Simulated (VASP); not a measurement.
# InP (Fm-3m) in VASP: further runs

InP is run at these levels: PBEsol+D3(BJ), PBEsol+D4, RPBE+D4, revPBE+D3(BJ), revPBE+D4; tasks: single point.

All numbers are computed with VASP 6.6.1; they aren't measurements. Logs are shortened: lines on timing, memory, paths and dates and some standing lists are left out, and cuts for length are marked.

## Step 1: The cell of the first run

Symmetry: Fm-3m, No. 225, cubic system. Conventional cell: a = 5.393 Å, b = 5.393 Å, c = 5.393 Å, α = 90.00°, β = 90.00°, γ = 90.00°. Within 3.6 Å of In (site symmetry m-3m) lie 6 P at 2.70 Å. P (site symmetry m-3m) has 6 In at 2.70 Å within 3.6 Å.

## Step 2: Single point, PBEsol+D3(BJ)

Contents of INCAR:

```
  PREC = Accurate
  ENCUT = 520
  EDIFF = 1E-6
  ISMEAR = -1
  SIGMA = 0.05
  LREAL = False
  LASPH = True
  NELM = 80
  ALGO = Normal
  ISIF = 2
  LWAVE = False
  LCHARG = False
  GGA = PS
  IVDW = 12
  NBANDS = 16
```

Contents of KPOINTS:

```
Automatic mesh
0
Gamma
  8 8 8
```

Contents of POSCAR:

```
InP
1.0
    0.0000000000      2.6966525727      2.6966525727
    2.6966525727      0.0000000000      2.6966525727
    2.6966525727      2.6966525727      0.0000000000
In P
1 1
Direct
    0.0000000000      0.0000000000      0.0000000000
    0.5000000000      0.5000000000      0.5000000000
```

Potentials or basis: VASP PAW PBE potentials, release 64 (In_d, P).

Started as:

```console
$ cat potpaw_PBE.64/In_d/POTCAR potpaw_PBE.64/P/POTCAR > POTCAR
$ mpirun -np 1 vasp_std > vasp.out
```

OUTCAR:

```text
PREC = Accurate
   ENCUT = 520
   EDIFF = 1E-6
   ISMEAR = -1
   LREAL = False
   LASPH = True
   NELM = 80
   ISIF = 2
   GGA = PS
   IVDW = 12
 IVDW          = 12

 ion  position               nearest neighbor table
   1  0.000  0.000  0.000-   2 2.70   2 2.70   2 2.70   2 2.70   2 2.70   2 2.70
   2  0.500  0.500  0.500-   1 2.70   1 2.70   1 2.70   1 2.70   1 2.70   1 2.70

  LATTYP: Found a face centered cubic cell.
 ALAT       =     5.3933051454

  Lattice vectors:

 A1 = (   0.0000000000,   2.6966525727,   2.6966525727)
 A2 = (   2.6966525727,   0.0000000000,   2.6966525727)
 A3 = (   2.6966525727,   2.6966525727,   0.0000000000)

Analysis of symmetry for initial positions (statically):
=====================================================================
 Subroutine PRICEL returns:
 Original cell was already a primitive cell.

 Routine SETGRP: Setting up the symmetry group for a
 face centered cubic supercell.

 Subroutine GETGRP returns: Found 48 space group operations
 (whereof 48 operations were pure point group operations)
 out of a pool of 48 trial point group operations.

The static configuration has the point symmetry O_h .

Analysis of symmetry for dynamics (positions and initial velocities):
=====================================================================
 Subroutine PRICEL returns:
 Original cell was already a primitive cell.

 Routine SETGRP: Setting up the symmetry group for a
 face centered cubic supercell.

 Subroutine GETGRP returns: Found 48 space group operations
 (whereof 48 operations were pure point group operations)
 out of a pool of 48 trial point group operations.

The dynamic configuration has the point symmetry O_h .

 Subroutine INISYM returns: Found 48 space group operations
 (whereof 48 operations are pure point group operations),
 and found     1 'primitive' translations

----------------------------------------------------------------------------------------

                                     Primitive cell

  volume of cell :      39.2198

  direct lattice vectors                    reciprocal lattice vectors
     0.000000000  2.696652573  2.696652573    -0.185415061  0.185415061  0.185415061
     2.696652573  0.000000000  2.696652573     0.185415061 -0.185415061  0.185415061
     2.696652573  2.696652573  0.000000000     0.185415061  0.185415061 -0.185415061

  length of vectors
     3.813642641  3.813642641  3.813642641     0.321148305  0.321148305  0.321148305

  position of ions in fractional coordinates (direct lattice)
[... 79 lines left out ...]
   EDIFF  = 0.1E-05   stopping-criterion for ELM
   LREAL  =      F    real-space projection
   EDIFFG = 0.1E-04   stopping-criterion for IOM
   NSW    =      0    number of steps for IOM
   IBRION =     -1    ionic relax: 0-MD 1-quasi-New 2-CG
   NFREE  =      0    steps in history (QN), initial steepest desc. (CG)
   ISIF   =      2    stress and relaxation
   ISYM   =      2    0-nonsym 1-usesym 2-fastsym
   POTIM  = 0.5000    time-step for ionic-motion
   TEBEG  =    0.0;   TEEND  =   0.0 temperature during run
   PSTRESS=    0.0 pullay stress
   NELECT =      18.0000    total number of electrons
   NUPDOWN=      -1.0000    fix difference up-down
   EMIN   =  10.00;   EMAX   =-10.00  energy-range for DOS
   EFERMI =   0.00;   METHOD = LEGACY
   ISMEAR =    -1;   SIGMA  =   0.05  broadening in eV -4-tet -1-fermi 0-gaus
   EFERMI_NEDOS =   21; number of points for ismear=-14 and -15
   IALGO  =     38    algorithm
   IMIX   =      4    mixing-type and parameters
     AMIX     =   0.40;   BMIX     =  1.00
     AMIX_MAG =   1.60;   BMIX_MAG =  1.00
  volume/ion in A,a.u.               =      19.61       132.33
  Fermi-wavevector in a.u.,A,eV,Ry     =   1.262789  2.386325 21.696329  1.594635
  Thomas-Fermi vector in A             =   2.396179
   LORBIT       =      0    0 simple, 1 ext, 2 COOP (PROOUT), +10 PAW based schemes
   GGA     = PS    functional components
   LHFCALC =     F    Hartree Fock is set to
   AEXX    =    0.0000 exact exchange contribution
   IVDW    =    12    specifies the selected vdW correction
   LEPSILON=     F    determine dielectric tensor
   LRPA    =     F    only Hartree local field effects (RPA)
 non-spin polarized calculation
  energy-cutoff  :      520.00
  volume of cell :       39.22
 maximum number of plane-waves:      1067
   NGX = 15   NGY = 15   NGZ = 15

 number of electron      18.0000007 magnetization

 Free energy of the ion-electron system (eV)
  ---------------------------------------------------
  ext. energy  EPLUGINS =         0.00000000
  ---------------------------------------------------
  free energy    TOTEN  =        -8.77641511 eV

  energy without entropy =       -8.76509362  energy(sigma->0) =       -8.77075436

 E-fermi :   8.0641     XC(G=0): -10.9192

 val. band max:        8.0100700836   @ k =   0.3750   0.0000   0.0000
 cond. band min:       8.0778320070   @ k =  -0.3750   0.5000   0.1250
 fundamental gap:      0.0677619234
 Fermi energy:         8.0641233038

 k-point     1 :       0.0000    0.0000    0.0000
  band No.  band energies     occupation
      1      -6.3355      2.00000
      2      -6.3355      2.00000
      3      -6.3093      2.00000
      4      -6.3093      2.00000
      5      -6.3093      2.00000
      6      -4.7026      2.00000
[... 433 lines left out ...]
      3      -6.2968      2.00000
      4      -6.2479      2.00000
      5      -6.1906      2.00000
      6      -1.7007      2.00000
[... 8 lines left out ...]
     15      18.2289      0.00000
     16      21.1263      0.00000

 [... further k-points ...]

------------------------ aborting loop because EDIFF is reached ----------------------------------------

 Edisp (eV)   -0.76252

 E8    (eV) :    -0.5107

  FORCE on cell =-STRESS in cart. coord.  units (eV):
  Direction    XX          YY          ZZ          XY          YZ          ZX
  --------------------------------------------------------------------------------------
  -------------------------------------------------------------------------------------
  Total       0.00978     0.00978     0.00978     0.00000     0.00000    -0.00000
  in kB       0.39955     0.39955     0.39955     0.00000     0.00000    -0.00000
  external pressure =        0.40 kB  Pullay stress =        0.00 kB

 VOLUME and BASIS-vectors are now :
 -----------------------------------------------------------------------------
  energy-cutoff  :      520.00
  volume of cell :       39.22
      direct lattice vectors                 reciprocal lattice vectors
     0.000000000  2.696652573  2.696652573    -0.185415061  0.185415061  0.185415061
     2.696652573  0.000000000  2.696652573     0.185415061 -0.185415061  0.185415061
     2.696652573  2.696652573  0.000000000     0.185415061  0.185415061 -0.185415061

 POSITION                                       TOTAL-FORCE (eV/Angst)
 -----------------------------------------------------------------------------------
      0.00000      0.00000      0.00000        -0.000000     -0.000000     -0.000000
      2.69665      2.69665      2.69665         0.000000      0.000000      0.000000
 -----------------------------------------------------------------------------------
    total drift:                               -0.000000      0.000000      0.000000

  FREE ENERGIE OF THE ION-ELECTRON SYSTEM (eV)
  ---------------------------------------------------
  free  energy   TOTEN  =        -9.5389327114 eV

  energy  without entropy=       -9.5276112209  energy(sigma->0) =       -9.53327197
```

stdout:

```text
POSCAR found type information on POSCAR InP
 POSCAR found :  2 types and       2 ions
 scaLAPACK will be used
 -----------------------------------------------------------------------------
|                                                                             |
|                                                                             |
|     You enforced a specific xc type in the INCAR file but a different       |
|     I HOPE YOU KNOW WHAT YOU ARE DOING!                                     |
|                                                                             |
 -----------------------------------------------------------------------------

 LDA part: xc-table for (Slater+PW92), standard interpolation
 POSCAR, INCAR and KPOINTS ok, starting setup
 FFT: planning ... GRIDC
 FFT: planning ... GRID_SOFT
 FFT: planning ... GRID
 WAVECAR not read
 entering main loop
```

Wall time 22 s (1 thread of Intel Xeon 8259CL, shared host); peak memory 0.17 GiB.

What came out:

```
Free energy                : -9.5389 eV
Pressure                   : 0.0 GPa
Band gap on the k mesh     : zero (band 9 reaches 8.29 eV, above the bottom of band 10 at 5.46 eV)
Dispersion energy per atom : -0.381 eV
```

Caveat: the PAW data sets were made with another functional, which shifts forces and pressure a little; spin-orbit coupling is left out, which moves the levels of the heavy elements; pairwise dispersion overbinds metals, which lowers pressure and volume.

(Part 1 of 3 ends here.)
